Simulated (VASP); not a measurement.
# TiPt3 (Pm-3m) in VASP: further runs

TiPt3 is run at these levels: PBE; tasks: single point.

Everything below comes from runs of VASP 6.6.1. Logs are shortened: lines on timing, memory, paths and dates and some standing lists are left out, and cuts for length are marked.

## Step 1: The cell of the first run

It takes space group Pm-3m (No. 221, cubic). Conventional cell: a = 3.868 Å, b = 3.868 Å, c = 3.868 Å, α = 90.00°, β = 90.00°, γ = 90.00°. Ti (site symmetry m-3m) has 12 Pt at 2.73 Å within 3.6 Å. Pt (site symmetry 4/mmm) has 4 Ti at 2.73 Å and 8 Pt at 2.73 Å within 3.6 Å.

## Step 2: Single point, PBE (14.46 Å³/atom)

Contents of INCAR:

```
ALGO     = Normal         # electronic algorithm
EDIFF    = 1E-6           # SCF threshold, eV
ENCUT    = 520            # plane-wave cutoff, eV
GGA      = PE             # functional
ISIF     = 2              # what is computed and relaxed
ISMEAR   = 0              # smearing method
LASPH    = True           # aspherical terms in the spheres
LCHARG   = True           # write CHGCAR
LELF     = True           # ELF
LREAL    = False          # projectors in reciprocal space
LVHAR    = True         
LWAVE    = False          # write WAVECAR
NBANDS   = 29             # bands
NELM     = 80             # most SCF steps
PREC     = Accurate       # precision mode
SIGMA    = 0.1            # smearing width, eV
```

Contents of KPOINTS:

```
k-points
0
Gamma
  10 10 10
```

Contents of POSCAR:

```
TiPt3
1.0
    3.8675864845      0.0000000000      0.0000000000
    0.0000000000      3.8675864845      0.0000000000
    0.0000000000      0.0000000000      3.8675864845
Ti Pt
1 3
Direct
    0.0000000000      0.0000000000      0.0000000000
    0.0000000000      0.5000000000      0.5000000000
    0.5000000000      0.0000000000      0.5000000000
    0.5000000000      0.5000000000      0.0000000000
```

Potentials or basis: VASP PAW PBE potentials, release 64 (Ti_sv, Pt).

Run with:

```
$ cat potpaw_PBE.64/Ti_sv/POTCAR potpaw_PBE.64/Pt/POTCAR > POTCAR
$ mpirun -np 1 vasp_std > vasp.out
```

OUTCAR:

```text
EDIFF = 1E-6
   ENCUT = 520
   GGA = PE
   ISIF = 2
   ISMEAR = 0
   LASPH = True
   LREAL = False
   NELM = 80
   PREC = Accurate

 ion  position               nearest neighbor table
   1  0.000  0.000  0.000-   2 2.73   3 2.73   4 2.73   2 2.73   3 2.73   2 2.73   4 2.73   2 2.73
                             3 2.73   4 2.73   3 2.73   4 2.73
   2  0.000  0.500  0.500-   1 2.73   3 2.73   4 2.73   1 2.73   4 2.73   1 2.73   3 2.73   1 2.73
                             3 2.73   4 2.73   4 2.73   3 2.73
   3  0.500  0.000  0.500-   1 2.73   2 2.73   4 2.73   1 2.73   4 2.73   2 2.73   4 2.73   4 2.73
                             1 2.73   2 2.73   1 2.73   2 2.73
   4  0.500  0.500  0.000-   1 2.73   2 2.73   3 2.73   2 2.73   3 2.73   1 2.73   3 2.73   3 2.73
                             1 2.73   2 2.73   2 2.73   1 2.73

  LATTYP: Found a simple cubic cell.
 ALAT       =     3.8675864845

  Lattice vectors:

 A1 = (   3.8675864845,   0.0000000000,   0.0000000000)
 A2 = (   0.0000000000,   3.8675864845,   0.0000000000)
 A3 = (   0.0000000000,   0.0000000000,   3.8675864845)

Analysis of symmetry for initial positions (statically):
=====================================================================
 Subroutine PRICEL returns:
 Original cell was already a primitive cell.

 Routine SETGRP: Setting up the symmetry group for a
 simple cubic supercell.

 Subroutine GETGRP returns: Found 48 space group operations
 (whereof 48 operations were pure point group operations)
 out of a pool of 48 trial point group operations.

The static configuration has the point symmetry O_h .

Analysis of symmetry for dynamics (positions and initial velocities):
=====================================================================
 Subroutine PRICEL returns:
 Original cell was already a primitive cell.

 Routine SETGRP: Setting up the symmetry group for a
 simple cubic supercell.

 Subroutine GETGRP returns: Found 48 space group operations
 (whereof 48 operations were pure point group operations)
 out of a pool of 48 trial point group operations.

The dynamic configuration has the point symmetry O_h .

 Subroutine INISYM returns: Found 48 space group operations
 (whereof 48 operations are pure point group operations),
 and found     1 'primitive' translations

----------------------------------------------------------------------------------------

                                     Primitive cell

  volume of cell :      57.8522

  direct lattice vectors                    reciprocal lattice vectors
     3.867586484  0.000000000  0.000000000     0.258559183  0.000000000  0.000000000
     0.000000000  3.867586484  0.000000000     0.000000000  0.258559183  0.000000000
     0.000000000  0.000000000  3.867586484     0.000000000  0.000000000  0.258559183

  length of vectors
     3.867586484  3.867586484  3.867586484     0.258559183  0.258559183  0.258559183

  position of ions in fractional coordinates (direct lattice)
     0.000000000  0.000000000  0.000000000
     0.000000000  0.500000000  0.500000000
     0.500000000  0.000000000  0.500000000
     0.500000000  0.500000000  0.000000000

  ion indices of the primitive-cell ions
   primitive index   ion index
                 1           1
                 2           2
                 3           3
                 4           4

----------------------------------------------------------------------------------------

 KPOINTS: k-points

Automatic generation of k-mesh.
 Grid dimensions read from file:
 generate k-points for:   10   10   10

 Generating k-lattice:

  Cartesian coordinates                     Fractional coordinates (reciprocal lattice)
     0.025855918  0.000000000  0.000000000     0.100000000  0.000000000  0.000000000
     0.000000000  0.025855918  0.000000000     0.000000000  0.100000000  0.000000000
     0.000000000  0.000000000  0.025855918     0.000000000  0.000000000  0.100000000

  Length of vectors
     0.025855918  0.025855918  0.025855918

  Shift w.r.t. Gamma in fractional coordinates (k-lattice)
     0.000000000  0.000000000  0.000000000

 Subroutine IBZKPT returns following result:
 ===========================================

 Found     56 irreducible k-points:

 Following reciprocal coordinates:
            Coordinates               Weight
  0.000000  0.000000  0.000000      1.000000
  0.100000  0.000000  0.000000      6.000000
  0.200000  0.000000  0.000000      6.000000
  0.300000  0.000000  0.000000      6.000000
  0.400000  0.000000  0.000000      6.000000
  0.500000  0.000000  0.000000      3.000000
[... 16 lines left out ...]
  0.200000  0.100000  0.100000     24.000000
  0.300000  0.100000  0.100000     24.000000
 [... further k-points ...]
   k-points           NKPTS =     56   k-points in BZ     NKDIM =     56   number of bands    NBANDS=     29
   number of dos      NEDOS =    301   number of ions     NIONS =      4
   total plane-waves  NPLWV =  27000
   dimension x,y,z NGX =    30 NGY =   30 NGZ =   30
   dimension x,y,z NGXF=    60 NGYF=   60 NGZF=   60
   ions per type =               1   3
   NGX,Y,Z   is equivalent  to a cutoff of  12.90, 12.90, 12.90 a.u.
   NGXF,Y,Z  is equivalent  to a cutoff of  25.79, 25.79, 25.79 a.u.
 SYSTEM =  unknown system
   PREC   = accura    normal or accurate (medium, high low for compatibility)
   ISTART =      0    job   : 0-new  1-cont  2-samecut
   ICHARG =      2    charge: 1-file 2-atom 10-const
   ISPIN  =      1    spin polarized calculation?
   LNONCOLLINEAR =      F non collinear calculations
   LSORBIT =      F    spin-orbit coupling
   LASPH  =      T    aspherical Exc in radial PAW
   ENCUT  =  520.0 eV  38.22 Ry    6.18 a.u.   7.19  7.19  7.19*2*pi/ulx,y,z
   NELM   =     80;   NELMIN=  2; NELMDL= -5     # of ELM steps
   EDIFF  = 0.1E-05   stopping-criterion for ELM
   LREAL  =      F    real-space projection
[... 7 lines left out ...]
   TEBEG  =    0.0;   TEEND  =   0.0 temperature during run
   PSTRESS=    0.0 pullay stress
   NELECT =      42.0000    total number of electrons
   NUPDOWN=      -1.0000    fix difference up-down
   EMIN   =  10.00;   EMAX   =-10.00  energy-range for DOS
   EFERMI =   0.00;   METHOD = LEGACY
   ISMEAR =     0;   SIGMA  =   0.10  broadening in eV -4-tet -1-fermi 0-gaus
   EFERMI_NEDOS =   21; number of points for ismear=-14 and -15
   IALGO  =     38    algorithm
   IMIX   =      4    mixing-type and parameters
     AMIX     =   0.40;   BMIX     =  1.00
     AMIX_MAG =   1.60;   BMIX_MAG =  1.00
  volume/ion in A,a.u.               =      14.46        97.60
  Fermi-wavevector in a.u.,A,eV,Ry     =   1.471356  2.780460 29.455113  2.164890
  Thomas-Fermi vector in A             =   2.586502
   LORBIT       =      0    0 simple, 1 ext, 2 COOP (PROOUT), +10 PAW based schemes
   GGA     = PE    functional components
   LHFCALC =     F    Hartree Fock is set to
   AEXX    =    0.0000 exact exchange contribution
   IVDW    =     0    specifies the selected vdW correction
   LEPSILON=     F    determine dielectric tensor
   LRPA    =     F    only Hartree local field effects (RPA)
 non-spin polarized calculation
 Gauss-broadening in eV      SIGMA  =   0.10
  energy-cutoff  :      520.00
  volume of cell :       57.85
 maximum number of plane-waves:      1596
 NGX is ok and might be reduce to    30
   NGX = 15   NGY = 15   NGZ = 15

 number of electron      41.9999994 magnetization

 Free energy of the ion-electron system (eV)
  ---------------------------------------------------
  ext. energy  EPLUGINS =         0.00000000
  ---------------------------------------------------
  free energy    TOTEN  =       -29.38197349 eV

  energy without entropy =      -29.37631964  energy(sigma->0) =      -29.37914657

 E-fermi :  12.2968     XC(G=0): -13.4164

 val. band max:       12.2634719660   @ k =   0.5000   0.1000   0.0000
 cond. band min:      12.3243281731   @ k =   0.4000   0.1000   0.1000
 fundamental gap:      0.0608562071
 Fermi energy:        12.2968300829

 k-point     1 :       0.0000    0.0000    0.0000
  band No.  band energies     occupation
      1     -45.8789      2.00000
      2     -22.1059      2.00000
      3     -22.1059      2.00000
      4     -22.1059      2.00000
      5       1.8323      2.00000
      6       4.6082      2.00000
[... 21 lines left out ...]
     28      14.3830      0.00000
     29      20.9594      0.00000

 k-point     2 :       0.1000    0.0000    0.0000
  band No.  band energies     occupation
      1     -45.8787      2.00000
      2     -22.1090      2.00000
      3     -22.1064      2.00000
      4     -22.1064      2.00000
      5       1.9687      2.00000
      6       4.6959      2.00000
[... 21 lines left out ...]
     28      15.1616      0.00000
     29      20.7020      0.00000

 k-point     3 :       0.2000    0.0000    0.0000
  band No.  band energies     occupation
      1     -45.8782      2.00000
      2     -22.1171      2.00000
      3     -22.1077      2.00000
      4     -22.1077      2.00000
      5       2.3657      2.00000
      6       4.9399      2.00000
[... 21 lines left out ...]
     28      16.4627      0.00000
     29      20.1636      0.00000

 k-point     4 :       0.3000    0.0000    0.0000
  band No.  band energies     occupation
      1     -45.8775      2.00000
      2     -22.1271      2.00000
      3     -22.1094      2.00000
      4     -22.1094      2.00000
      5       2.9788      2.00000
      6       5.2449      2.00000
[... 21 lines left out ...]
     28      17.8481      0.00000
     29      19.6728      0.00000

 k-point     5 :       0.4000    0.0000    0.0000
  band No.  band energies     occupation
      1     -45.8770      2.00000
      2     -22.1352      2.00000
      3     -22.1107      2.00000
      4     -22.1107      2.00000
      5       3.6852      2.00000
      6       5.3311      2.00000
[... 21 lines left out ...]
     28      19.2002      0.00000
     29      19.3684      0.00000
[... 510 lines left out ...]
     28      15.5818      0.00000
     29      22.7680      0.00000

 k-point    22 :       0.1000    0.1000    0.1000
  band No.  band energies     occupation
      1     -45.8783      2.00000
      2     -22.1122      2.00000
      3     -22.1086      2.00000
      4     -22.1086      2.00000
      5       2.2327      2.00000
      6       4.8664      2.00000
[... 21 lines left out ...]
     28      15.5421      0.00000
     29      21.1501      0.00000

 k-point    23 :       0.2000    0.1000    0.1000
  band No.  band energies     occupation
      1     -45.8779      2.00000
      2     -22.1184      2.00000
      3     -22.1108      2.00000
      4     -22.1095      2.00000
      5       2.6125      2.00000
      6       5.1032      2.00000
[... 21 lines left out ...]
     28      16.3837      0.00000
     29      20.3713      0.00000

 k-point    24 :       0.3000    0.1000    0.1000
  band No.  band energies     occupation
      1     -45.8773      2.00000
      2     -22.1269      2.00000
      3     -22.1126      2.00000
      4     -22.1108      2.00000
      5       3.2004      2.00000
      6       5.4164      2.00000
[... 21 lines left out ...]
     28      17.5084      0.00000
     29      19.7751      0.00000

 [... further k-points ...]
[... 5 lines left out ...]
  --------------------------------------------------------------------------------------
  -------------------------------------------------------------------------------------
  Total        5.9894678      5.9894678      5.9894678     -0.0000000     -0.0000000     -0.0000000
  in kB      165.8741509    165.8741509    165.8741509     -0.0000000     -0.0000000     -0.0000000
  external PRESSURE =     165.8741509 kB  Pullay stress =       0.0000000 kB

 VOLUME and BASIS-vectors are now :
 -----------------------------------------------------------------------------
  energy-cutoff  :      520.00
  volume of cell :       57.85
      direct lattice vectors                 reciprocal lattice vectors
     3.867586484  0.000000000  0.000000000     0.258559183  0.000000000  0.000000000
     0.000000000  3.867586484  0.000000000     0.000000000  0.258559183  0.000000000
     0.000000000  0.000000000  3.867586484     0.000000000  0.000000000  0.258559183

 POSITION                                       TOTAL-FORCE (eV/Angst)
 -----------------------------------------------------------------------------------
      0.00000      0.00000      0.00000         0.000000      0.000000      0.000000
      0.00000      1.93379      1.93379         0.000000      0.000000      0.000000
      1.93379      0.00000      1.93379         0.000000      0.000000      0.000000
      1.93379      1.93379      0.00000         0.000000      0.000000      0.000000
 -----------------------------------------------------------------------------------
    total drift:                                0.000000      0.000000     -0.000000

  FREE ENERGIE OF THE ION-ELECTRON SYSTEM (eV)
  ---------------------------------------------------
  free  energy   TOTEN  =       -29.3819734928 eV

  energy  without entropy=      -29.3763196387  energy(sigma->0) =      -29.37914657
```

It took 52 s on 1 thread of AMD EPYC 9R45 (Zen 5), shared host; peak memory 0.19 GiB.

Results:

```yaml
Free_energy: -29.3820 eV
Pressure: 16.6 GPa
Band_gap_on_the_k_mesh: zero (bands 21 and 22 overlap by 1.89 eV)
```

Levels at points of the mesh, in eV from the Fermi level:
```
           k point  band 19  band 20  band 21  band 22  band 23  band 24
(0.00, 0.00, 0.00)     0.06     0.06     1.43     1.43     1.57     1.57
(0.50, 0.00, 0.00)    -2.71    -1.43    -0.24    -0.24     0.06     0.45
(0.50, 0.50, 0.00)    -2.57    -2.38    -2.35     0.19     0.19     0.35
(0.50, 0.50, 0.50)    -0.75    -0.75    -0.46    -0.46    -0.46     1.24
```

Caveat: the cell stands under pressure; spin-orbit coupling is left out, which moves the levels of the heavy elements.

## Step 3: Single point, PBE (14.92 Å³/atom)

This run uses another cell than the first one, of 14.92 Å³/atom.

Contents of INCAR:

```
SYSTEM = TiPt3
ALGO = Fast
EDIFF = 1E-6
ENCUT = 520
GGA = PE
ISIF = 2
ISMEAR = 0
LASPH = .TRUE.
LCHARG = .FALSE.
LREAL = .FALSE.
LWAVE = .FALSE.
NBANDS = 29
NELM = 100
PREC = Accurate
SIGMA = 0.1
```

Contents of KPOINTS:

```
k-points
0
G
  10 10 10
  0 0 0
```

Contents of POSCAR:

```
TiPt3
1.0
    3.9083009132      0.0000000000      0.0000000000
    0.0000000000      3.9083009132      0.0000000000
    0.0000000000      0.0000000000      3.9083009132
Ti Pt
1 3
Direct
    0.0000000000      0.0000000000      0.0000000000
    0.0000000000      0.5000000000      0.5000000000
    0.5000000000      0.0000000000      0.5000000000
    0.5000000000      0.5000000000      0.0000000000
```

Potentials or basis: VASP PAW PBE potentials, release 64 (Ti_sv, Pt).

Run with:

```
$ cat potpaw_PBE.64/Ti_sv/POTCAR potpaw_PBE.64/Pt/POTCAR > POTCAR
$ mpirun -np 1 vasp_std > vasp.out
```

Run time: 1.9 min. Hardware: 1 thread of AMD EPYC 9R45 (Zen 5), shared host; peak memory 0.19 GiB.

Results (log left out):

```yaml
Free_energy: -29.5196 eV
Pressure: 7.3 GPa
Band_gap_on_the_k_mesh: zero (bands 21 and 22 overlap by 1.83 eV)
```

Levels at points of the mesh, in eV from the Fermi level:
| k point | band 18 | band 19 | band 20 | band 21 | band 22 | band 23 | band 24 | band 25 |
| --- | --- | --- | --- | --- | --- | --- | --- | --- |
| (0.00, 0.00, 0.00) | 0.03 | 0.03 | 0.03 | 1.37 | 1.37 | 1.59 | 1.59 | 1.59 |
| (0.50, 0.00, 0.00) | -2.66 | -2.59 | -1.38 | -0.21 | -0.21 | 0.03 | 0.45 | 0.75 |
| (0.50, 0.50, 0.00) | -3.10 | -2.43 | -2.29 | -2.25 | 0.20 | 0.20 | 0.36 | 1.47 |
| (0.50, 0.50, 0.50) | -0.68 | -0.68 | -0.68 | -0.46 | -0.46 | -0.46 | 1.17 | 1.17 |

Caveat: the cell stands under pressure; spin-orbit coupling is left out, which moves the levels of the heavy elements.

(Continued in part 2 of 2.)

The gap in the log of VASP goes by the Fermi energy; the results here count the filled bands.